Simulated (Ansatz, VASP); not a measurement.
# One calculation of Zr, two programs

```
Zr
1.0
     0.00000    2.25500    2.25500
     2.25500    0.00000    2.25500
     2.25500    2.25500    0.00000
Zr
1
Direct
  0.00000 0.00000 0.00000
```

Alike in both runs: task electric field gradients; functional PBE; k mesh 16 × 16 × 16; occupations fermi-dirac, width 0.05 eV; no spin polarisation.

```csv
,VASP,Ansatz
version,VASP 6.6.1,Ansatz 0.2.0
potentials or method,"VASP PAW PBE potentials, release 64 (Zr_sv)","PAW with Ansatz's default frozen-core files, scalar-relativistic"
plane-wave cutoff (eV),520,420
valence electrons in the cell,12,12
```

```csv
,VASP,Ansatz,Ansatz less VASP
pressure (GPa),1.1,1.1,-0.02
```
